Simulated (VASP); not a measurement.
Crystal: CoO.

```
CELL_PARAMETERS angstrom
0.00000 2.13150 2.13150
2.13150 0.00000 2.13150
2.13150 2.13150 0.00000
ATOMIC_POSITIONS crystal
Co 0.00000 0.00000 0.00000
O 0.50000 0.50000 0.50000
```

| Quantity | Value |
| --- | --- |
| Program | VASP 6.6.1 |
| Task | relaxation of cell and atoms |
| Functional | PBEsol |
| Potentials or basis | VASP PAW PBE potentials, release 64 (Co, O) |
| Cutoff | 600 eV |
| k mesh | 8 × 8 × 8 |
| Occupations | gaussian, width 0.1 eV |
| Spin | collinear spin, ferromagnetic start |
| Starting moments | [2.74, 0.37] μB |

At the start: pressure -11.8 GPa; volume 9.68 Å³/atom.

Q: Where does the relaxation end?

A: Over 3 steps the energy falls by 25.7 meV/atom and the volume is 9.03 Å³/atom (-6.7 %); space group Fm-3m (No. 225, to 0.05 Å); moment 2.80 μB per cell.

Step by step:
| step | energy change (eV) | largest force (eV/Å) | pressure (GPa) | volume (Å³) |
| --- | --- | --- | --- | --- |
| 1 | 0.0000 | 0.0000 | -11.80 | 19.37 |
| 2 | -0.0367 | 0.0000 | 7.10 | 17.44 |
| 3 | -0.0513 | 0.0000 | 0.23 | 18.07 |

Final structure:
```
Co O
1.0
     0.00000    2.08266    2.08266
     2.08266    0.00000    2.08266
     2.08266    2.08266    0.00000
Co O
1 1
Cartesian
  0.0000 0.0000 0.0000
  2.0827 2.0827 2.0827
```

Caveat: the PAW data sets were made with another functional, which shifts forces and pressure a little; a cell with one magnetic atom can't hold antiferromagnetic order, which such compounds often take.
